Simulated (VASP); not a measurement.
Set up this calculation in VASP 6.6.1, as the native input.

- Task: single point
- Functional: LDA
- Potentials or basis: VASP PAW LDA potentials, release 64 (Zr_sv)
- Cutoff: 520 eV
- k mesh: 13 × 13 × 4
- Occupations: fermi-dirac, width 0.1 eV
- Spin: no spin polarisation
- Dipole correction: no
- Further INCAR settings: ALGO = Normal; EDIFF = 1e-07; NBANDS = 32

The structure of Zr lies in POSCAR:

```
Zr
1.0
    3.1265238884      0.0000000000      0.0000000000
   -1.5632619442      2.7076491129      0.0000000000
    0.0000000000      0.0000000000     10.2769611226
Zr
4
Direct
    0.0000000000      1.0000000000      0.0000000000
    0.0000000000      1.0000000000      0.5000000000
    0.3333333333      0.6666666667      0.2500000000
    0.6666666667      0.3333333333      0.7500000000
```

The input as run:

INCAR

```
SYSTEM = Zr
PREC = Accurate ; ENCUT = 520
EDIFF = 1E-7 ; ISMEAR = -1
SIGMA = 0.1 ; LREAL = .False.
LASPH = .True. ; NELM = 60
ALGO = Normal ; ISIF = 2
LWAVE = .False. ; LCHARG = .False.
NBANDS = 32
```

KPOINTS

```
regular mesh
0
Gamma
  13 13 4
  0 0 0
```

Potentials or basis: VASP PAW LDA potentials, release 64 (Zr_sv).

The run is started by

```sh
$ cat potpaw_LDA.64/Zr_sv/POTCAR > POTCAR
$ mpirun -np 1 vasp_std > vasp.out
```

Results of the run:

The pressure is 0.2 GPa. The band gap on the k mesh is zero (bands 24 and 25 overlap by 1.39 eV).

It took 2.6 min on 1 thread of Intel(R) Xeon(R) Platinum 8488C (Sapphire Rapids), with other jobs on the host, peak memory 0.25 GiB.
